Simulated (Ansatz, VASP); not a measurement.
**Ga3BAs4 in VASP and in Ansatz**

INCAR

```
SYSTEM = Ga3BAs4
ALGO = Normal
EDIFF = 1E-6
ENCUT = 520
GGA = PE
ISIF = 2
ISMEAR = 0
LASPH = .True.
LCHARG = .False.
LREAL = .False.
LWAVE = .False.
NBANDS = 41
NELM = 100
PREC = Accurate
SIGMA = 0.01
```

Contents of KPOINTS:

```
k-points
0
Gamma
  4 4 4
  0 0 0
```

The input POSCAR:

```
Ga3BAs4
1.0
    5.6191410152      0.0000000000      0.0000000000
    0.0000000000      5.6191410152      0.0000000000
    0.0000000000      0.0000000000      5.6191410152
B As Ga
1 4 3
Direct
    0.0000000000      0.0000000000      0.0000000000
    0.2276394545      0.2276394545      0.2276394545
    0.7723605455      0.7723605455      0.2276394545
    0.7723605455      0.2276394545      0.7723605455
    0.2276394545      0.7723605455      0.7723605455
    0.5000000000      0.5000000000      0.0000000000
    0.5000000000      0.0000000000      0.5000000000
    0.0000000000      0.5000000000      0.5000000000
```

Input for Ansatz:

```yaml
crystal:
  lattice:
    - [5.6191410152, 0.0, 0.0]
    - [0.0, 5.6191410152, 0.0]
    - [0.0, 0.0, 5.6191410152]
  atoms:
    - { symbol: B, position: [0.0, 0.0, 0.0] }
    - { symbol: As, position: [0.2276394545, 0.2276394545, 0.2276394545] }
    - { symbol: Ga, position: [0.5, 0.5, 0.0] }
    - { symbol: As, position: [0.7723605455, 0.7723605455, 0.2276394545] }
    - { symbol: Ga, position: [0.5, 0.0, 0.5] }
    - { symbol: As, position: [0.7723605455, 0.2276394545, 0.7723605455] }
    - { symbol: Ga, position: [0.0, 0.5, 0.5] }
    - { symbol: As, position: [0.2276394545, 0.7723605455, 0.7723605455] }
kpoints:
  mp_grid: { grid: [4, 4, 4] }
hamiltonian:
  xc: pbe
scf:
  occupations: { method: fixed }
  n_extra_bands: 6
output:
  forces: true
  stress: true
  eigenvalues: true
```

Alike in both runs: task single point; functional PBE; k mesh 4 × 4 × 4; no spin polarisation.

|  | VASP | Ansatz |
| --- | --- | --- |
| version | VASP 6.6.1 | Ansatz 0.2.0 |
| potentials or method | VASP PAW PBE potentials, release 64 (B, As, Ga_d) | plane waves, PAW |
| plane-wave cutoff (eV) | 520 | 420 |
| occupations | gaussian, width 0.01 eV | fixed |
| valence electrons in the cell | 62 | 102 |

|  | VASP | Ansatz | Ansatz less VASP |
| --- | --- | --- | --- |
| gap on the k mesh at the Fermi level (eV) | 0.20 | 0.20 | -0.003 |
| pressure (GPa) | -3.6 | -3.7 | -0.16 |
| rms of the force components (eV/Å) | 0.003 | 0.001 | -0.0021 |

VASP's potentials hold 62 valence electrons a cell and Ansatz's 102, so a difference there can come from the potentials and not from the codes.
